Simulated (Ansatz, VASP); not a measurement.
## Two plane-wave programs on HfSiO4

```
Hf Si O
1.0
    -3.29082    3.29082    2.98577
     3.29082   -3.29082    2.98577
     3.29082    3.29082   -2.98577
Hf Si O
2 2 8
Direct
  0.75000 0.25000 0.50000
  0.00000 0.00000 0.00000
  0.25000 0.75000 0.50000
  0.50000 0.50000 0.00000
  0.13525 0.31988 0.81537
  0.06988 0.75451 0.68463
  0.50451 0.31988 0.18463
  0.06988 0.38525 0.31537
  0.61475 0.93012 0.68463
  0.68012 0.86475 0.18463
  0.24549 0.93012 0.31537
  0.68012 0.49549 0.81537
```

Alike in both runs: task single point; functional PBE; k mesh 6 × 6 × 6; no spin polarisation.

|  | VASP | Ansatz |
| --- | --- | --- |
| version | VASP 6.6.1 | Ansatz 0.2.0 |
| potentials or method | VASP PAW PBE potentials, release 64 (Hf_pv, Si, O) | plane waves, PAW |
| plane-wave cutoff (eV) | 520 | 420 |
| occupations | gaussian, width 0.01 eV | fixed |
| valence electrons in the cell | 76 | 108 |

```csv
,VASP,Ansatz,Ansatz less VASP
gap on the k mesh at the Fermi level (eV),5.39,5.44,+0.056
pressure (GPa),4.7,6.4,+1.67
"traceless stress, the component that is largest in VASP (GPa)",0.67,0.42,-0.246
rms of the force components (eV/Å),0.223,0.131,-0.0916
```

Atom by atom the forces differ by 0.092 eV/Å (rms over components). VASP's potentials hold 76 valence electrons a cell and Ansatz's 108, so a difference there can come from the potentials and not from the codes.

Spin-orbit coupling is off throughout.
